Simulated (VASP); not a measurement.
**TeP2: single point with PBE**

TeP2:

```xyz
3
Lattice="3.6953 0.0000 0.0000 0.0000 3.6953 0.0000 0.0000 0.0000 5.0350" Properties=species:S:1:pos:R:3 pbc="T T T"
Te    0.0000    0.0000    0.0000
P     1.8476    1.8476    1.4849
P     1.8476    1.8476    3.5501
```

The cell was built from a structure type or drawn by symmetry, and may not be a known phase.

```
Program             : VASP 6.6.1
Task                : single point
Functional          : PBE
Potentials or basis : VASP PAW PBE potentials, release 64 (Te, P)
Cutoff              : 520 eV
k mesh              : 12 × 12 × 10
Occupations         : gaussian, width 0.1 eV
Spin                : no spin polarisation
```

| Quantity | Value |
| --- | --- |
| Pressure | -0.2 GPa |
| Largest force | 0.048 eV/Å |
| Band gap on the k mesh | zero (bands 8 and 9 overlap by 3.69 eV) |

Forces on the atoms (eV/Å):
```
Te   0.000  0.000  0.000
P    0.000  0.000  0.048
P    0.000  0.000 -0.048
```

Stress tensor (GPa, compression positive):
```
-0.08  0.00  0.00
 0.00 -0.08  0.00
 0.00  0.00 -0.32
```

Levels at points of the mesh, in eV from the Fermi level:
```tsv
k point	band 4	band 5	band 6	band 7	band 8	band 9	band 10	band 11	band 12	band 13
(0.00, 0.00, 0.00)	-3.44	-3.22	-3.22	0.31	1.61	1.61	1.76	1.76	3.03	3.91
(0.50, 0.00, 0.00)	-6.46	-3.75	-2.68	-1.48	-0.40	0.66	2.08	4.14	4.25	6.34
(0.50, 0.50, 0.00)	-6.19	-6.19	-4.82	-1.58	-0.69	-0.69	-0.02	-0.02	4.76	8.55
(0.00, 0.00, 0.50)	-3.60	-2.43	-2.43	-1.30	-1.30	0.86	1.92	3.82	4.59	4.59
(0.50, 0.00, 0.50)	-5.48	-1.61	-0.87	-0.69	-0.28	0.53	0.70	1.48	3.18	5.63
(0.50, 0.50, 0.50)	-5.54	-5.54	-3.59	-3.59	-2.31	-1.10	3.11	4.33	4.33	7.98
```

Run time: 66 s on 1 thread of AMD EPYC 9R45 96-Core Processor (Zen 5), on a shared host, peak memory 0.27 GiB.

Caveat: spin-orbit coupling is left out, which moves the levels of the heavy elements.
